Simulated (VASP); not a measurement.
# LiP2 (P3_121) in VASP: single point with PBE

Aim: the single point of LiP2 with PBE.

Program: VASP 6.6.1. These are calculated values, not measurements. Logs are shortened: lines on timing, memory, paths and dates and some standing lists are left out, and cuts for length are marked.

## (1) The cell of the first run

It takes space group P3_121 (No. 152, trigonal). The conventional cell has a = 5.676 Å, b = 5.676 Å, c = 6.244 Å, α = 90.00°, β = 90.00°, γ = 120.00°. Within 2.5 Å of Li (site symmetry 2) lie 4 P at 1.86 Å. P (site symmetry 1) has 2 Li at 1.86 Å within 2.5 Å.

## (2) Single point, PBE

Contents of INCAR:

```
PREC = Accurate
ENCUT = 520
EDIFF = 1E-6
ISMEAR = 0
SIGMA = 0.1
LREAL = False
LASPH = True
NELM = 60
ALGO = Normal
ISIF = 2
LWAVE = False
LCHARG = True
GGA = PE
LELF = True
LVHAR = True
NBANDS = 30
```

Contents of KPOINTS:

```
regular mesh
0
Gamma
  6 6 4
```

Contents of POSCAR:

```
LiP2
1.0
    5.6756823961      0.0000000000      0.0000000000
   -2.8378411980      4.9152851388      0.0000000000
    0.0000000000      0.0000000000      6.2440608477
Li P
3 6
Direct
    0.4650000000      0.0000000000      0.3333333333
    0.0000000000      0.4650000000      0.6666666667
    0.5350000000      0.5350000000      0.0000000000
    0.4150000000      0.2720000000      0.2130000000
    0.7280000000      0.1430000000      0.5463333333
    0.8570000000      0.5850000000      0.8796666667
    0.2720000000      0.4150000000      0.7870000000
    0.1430000000      0.7280000000      0.4536666667
    0.5850000000      0.8570000000      0.1203333333
```

Potentials or basis: VASP PAW PBE potentials, release 64 (Li_sv, P).

Run with:

```sh
> cat potpaw_PBE.64/Li_sv/POTCAR potpaw_PBE.64/P/POTCAR > POTCAR
> mpirun -np 1 vasp_std > vasp.out
```

OUTCAR:

```text
PREC = Accurate
   ENCUT = 520
   EDIFF = 1E-6
   ISMEAR = 0
   LREAL = False
   LASPH = True
   NELM = 60
   ISIF = 2
   GGA = PE

 ion  position               nearest neighbor table
   1  0.465  0.000  0.333-   9 1.86   5 1.86   4 1.86   8 1.86
   2  0.000  0.465  0.667-   8 1.86   6 1.86   7 1.86   5 1.86
   3  0.535  0.535  0.000-   4 1.86   7 1.86   9 1.86   6 1.86
   4  0.415  0.272  0.213-   3 1.86   1 1.86
   5  0.728  0.143  0.546-   1 1.86   2 1.86
   6  0.857  0.585  0.880-   2 1.86   3 1.86
   7  0.272  0.415  0.787-   3 1.86   2 1.86
   8  0.143  0.728  0.454-   2 1.86   1 1.86
   9  0.585  0.857  0.120-   1 1.86   3 1.86

  LATTYP: Found a hexagonal cell.
 ALAT       =     5.6756823961
 C/A-ratio  =     1.1001427515

  Lattice vectors:

 A1 = (   5.6756823961,   0.0000000000,   0.0000000000)
 A2 = (  -2.8378411980,   4.9152851388,   0.0000000000)
 A3 = (   0.0000000000,   0.0000000000,   6.2440608477)

Analysis of symmetry for initial positions (statically):
=====================================================================
 Subroutine PRICEL returns:
 Original cell was already a primitive cell.

 Routine SETGRP: Setting up the symmetry group for a
 hexagonal supercell.

 Subroutine GETGRP returns: Found  6 space group operations
 (whereof  2 operations were pure point group operations)
 out of a pool of 24 trial point group operations.

The static configuration has the point symmetry C_2 .
 The point group associated with its full space group is D_3 .

Analysis of symmetry for dynamics (positions and initial velocities):
=====================================================================
 Subroutine PRICEL returns:
 Original cell was already a primitive cell.

 Routine SETGRP: Setting up the symmetry group for a
 hexagonal supercell.

 Subroutine GETGRP returns: Found  6 space group operations
 (whereof  2 operations were pure point group operations)
 out of a pool of 24 trial point group operations.

The dynamic configuration has the point symmetry C_2 .
 The point group associated with its full space group is D_3 .

 Subroutine INISYM returns: Found  6 space group operations
 (whereof  2 operations are pure point group operations),
 and found     1 'primitive' translations

[... 112 lines left out ...]
   NFREE  =      0    steps in history (QN), initial steepest desc. (CG)
   ISIF   =      2    stress and relaxation
   ISYM   =      2    0-nonsym 1-usesym 2-fastsym
   POTIM  = 0.5000    time-step for ionic-motion
   TEBEG  =    0.0;   TEEND  =   0.0 temperature during run
   PSTRESS=    0.0 pullay stress
   NELECT =      39.0000    total number of electrons
   NUPDOWN=      -1.0000    fix difference up-down
   EMIN   =  10.00;   EMAX   =-10.00  energy-range for DOS
   EFERMI =   0.00;   METHOD = LEGACY
   ISMEAR =     0;   SIGMA  =   0.10  broadening in eV -4-tet -1-fermi 0-gaus
   EFERMI_NEDOS =   21; number of points for ismear=-14 and -15
   IALGO  =     38    algorithm
   IMIX   =      4    mixing-type and parameters
     AMIX     =   0.40;   BMIX     =  1.00
     AMIX_MAG =   1.60;   BMIX_MAG =  1.00
  volume/ion in A,a.u.               =      19.35       130.61
  Fermi-wavevector in a.u.,A,eV,Ry     =   0.994073  1.878526 13.445027  0.988182
  Thomas-Fermi vector in A             =   2.125999
   LORBIT       =      0    0 simple, 1 ext, 2 COOP (PROOUT), +10 PAW based schemes
   GGA     = PE    functional components
   LHFCALC =     F    Hartree Fock is set to
   AEXX    =    0.0000 exact exchange contribution
   IVDW    =     0    specifies the selected vdW correction
   LEPSILON=     F    determine dielectric tensor
   LRPA    =     F    only Hartree local field effects (RPA)
 non-spin polarized calculation
 Gauss-broadening in eV      SIGMA  =   0.10
  energy-cutoff  :      520.00
  volume of cell :      174.19
 maximum number of plane-waves:      4751
   NGX = 21   NGY = 21   NGZ = 23

 number of electron      39.0000002 magnetization

 Free energy of the ion-electron system (eV)
  ---------------------------------------------------
  ext. energy  EPLUGINS =         0.00000000
  ---------------------------------------------------
  free energy    TOTEN  =       -19.91187341 eV

  energy without entropy =      -19.89554115  energy(sigma->0) =      -19.90370728

 E-fermi :   2.8977     XC(G=0):  -8.7334

 val. band max:        2.8900926175   @ k =   0.0000   0.1667   0.2500
 cond. band min:       2.9135682183   @ k =   0.1667   0.0000   0.2500
 fundamental gap:      0.0234756008
 Fermi energy:         2.8976976052

 k-point     1 :       0.0000    0.0000    0.0000
  band No.  band energies     occupation
      1     -41.9751      2.00000
      2     -41.9678      2.00000
      3     -41.9678      2.00000
      4      -8.2756      2.00000
      5      -6.5377      2.00000
      6      -6.5377      2.00000
[... 781 lines left out ...]
     29       9.0120      0.00000
     30       9.8771      0.00000

------------------------ aborting loop because EDIFF is reached ----------------------------------------

  FORCE on cell =-STRESS in cart. coord.  units (eV):
  Direction    XX          YY          ZZ          XY          YZ          ZX
  --------------------------------------------------------------------------------------
  -------------------------------------------------------------------------------------
  Total       19.0057064     19.0057064     19.2466877      0.0000000      0.0000000      0.0000000
  in kB      174.8077449    174.8077449    177.0242056      0.0000000      0.0000000      0.0000000
  external PRESSURE =     175.5465652 kB  Pullay stress =       0.0000000 kB

 VOLUME and BASIS-vectors are now :
 -----------------------------------------------------------------------------
  energy-cutoff  :      520.00
  volume of cell :      174.19
      direct lattice vectors                 reciprocal lattice vectors
     5.675682396  0.000000000  0.000000000     0.176190268  0.101723498  0.000000000
    -2.837841198  4.915285139  0.000000000     0.000000000  0.203446997  0.000000000
     0.000000000  0.000000000  6.244060848     0.000000000  0.000000000  0.160152187

 POSITION                                       TOTAL-FORCE (eV/Angst)
 -----------------------------------------------------------------------------------
      2.63919      0.00000      2.08135        -0.564143     -0.000000     -0.000000
     -1.31960      2.28561      4.16271         0.282072     -0.488562     -0.000000
      1.51825      2.62968      0.00000         0.282072      0.488562     -0.000000
      1.58352      1.33696      1.32998        -1.094537      0.203994      0.618822
      3.72609      0.70289      3.41134         0.370604     -1.049894      0.618822
      3.20392      2.87544      5.49269         0.723932      0.845900      0.618822
      0.36608      2.03984      4.91408         0.723932     -0.845900     -0.618822
     -1.25433      3.57833      2.83272        -1.094537     -0.203994     -0.618822
      0.88824      4.21240      0.75137         0.370604      1.049894     -0.618822
 -----------------------------------------------------------------------------------
    total drift:                               -0.000000     -0.000001     -0.000000

  FREE ENERGIE OF THE ION-ELECTRON SYSTEM (eV)
  ---------------------------------------------------
  free  energy   TOTEN  =       -19.9118734129 eV

  energy  without entropy=      -19.8955411495  energy(sigma->0) =      -19.90370728
```

It took 3.1 min on 1 thread of AMD EPYC 7R43 (Zen 3), shared host; peak memory 0.26 GiB.

What came out:

| Quantity | Value |
| --- | --- |
| Free energy | -19.9119 eV |
| Largest force | 1.274 eV/Å |
| Band gap on the k mesh | zero (an odd number of electrons rules out a gap without spin polarisation) |

Forces in eV/Å, atoms in the order of the input:
```
Li  -0.564  0.000  0.000
Li   0.282 -0.489  0.000
Li   0.282  0.489  0.000
P   -1.095  0.204  0.619
P    0.371 -1.050  0.619
P    0.724  0.846  0.619
P    0.724 -0.846 -0.619
P   -1.095 -0.204 -0.619
P    0.371  1.050 -0.619
```

Levels at points of the mesh, in eV from the Fermi level:
| k point | band 17 | band 18 | band 19 | band 20 | band 21 | band 22 |
| --- | --- | --- | --- | --- | --- | --- |
| (0.00, 0.00, 0.00) | -1.53 | -1.53 | -1.26 | 0.07 | 0.07 | 1.44 |
| (0.50, 0.00, 0.00) | -0.86 | -0.83 | -0.32 | -0.09 | 0.44 | 0.46 |
| (0.00, 0.00, 0.50) | -1.35 | -1.35 | 0.55 | 0.55 | 0.84 | 1.03 |
| (0.50, 0.00, 0.50) | -0.89 | -0.56 | -0.32 | -0.10 | 0.13 | 0.28 |

Caveat: the cutoff is under 1.25 times the usual one of these potentials, so pressure, stress and relaxed cells hold a basis-set (Pulay) error; an odd number of electrons without spin polarisation forces a metal; a magnetic or distorted state may lie lower.

The gap in the log of VASP goes by the Fermi energy; the results here count the filled bands.